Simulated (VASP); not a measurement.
Set up this calculation in VASP 6.6.1, as the native input.

```yaml
Task: single point
Functional: PBEsol
Potentials_or_basis: VASP PAW PBE potentials, release 64 (Al, O)
Cutoff: 520 eV
k_mesh: 10 × 10 × 4
Occupations: fermi-dirac, width 0.05 eV
Spin: no spin polarisation
Dipole_correction: no
Further_INCAR_settings: ALGO = Normal; EDIFF = 1e-06; NBANDS = 20
```

The structure of Al2O3 lies in POSCAR:

```
Al2O3
1.0
    2.9884966598      0.0000000000      0.0000000000
   -1.4942483299      2.5881140265      0.0000000000
    0.0000000000      0.0000000000      7.9722166893
Al O
2 3
Direct
    0.0000000000      0.0000000000      0.7096281235
    0.0000000000      0.0000000000      0.2903718765
    0.0000000000      0.0000000000      0.5000000000
    0.6666666667      0.3333333333      0.7841668276
    0.3333333333      0.6666666667      0.2158331724
```

The input as run:

INCAR

```
PREC = Accurate
ENCUT = 520
EDIFF = 1E-6
ISMEAR = -1
SIGMA = 0.05
LREAL = F
LASPH = T
NELM = 60
ALGO = Normal
ISIF = 2
LWAVE = F
LCHARG = F
GGA = PS
NBANDS = 20
```

KPOINTS

```
Automatic mesh
0
Gamma
  10 10 4
```

Potentials or basis: VASP PAW PBE potentials, release 64 (Al, O).

Launch:

```bash
$ cat potpaw_PBE.64/Al/POTCAR potpaw_PBE.64/O/POTCAR > POTCAR
$ mpirun -np 1 vasp_std > vasp.out
```

Results of the run:

```yaml
Pressure: 0.3 GPa
Largest_force: 0.091 eV/Å
Band_gap_on_the_k_mesh: 2.39 eV, direct
```

Caveat: the PAW data sets were made with another functional, which shifts forces and pressure a little.

Wall time 43 s on 1 thread of Intel(R) Xeon(R) Platinum 8259CL CPU @ 2.50GHz (Skylake/Cascade Lake) (shared host), peak memory 0.2 GiB.
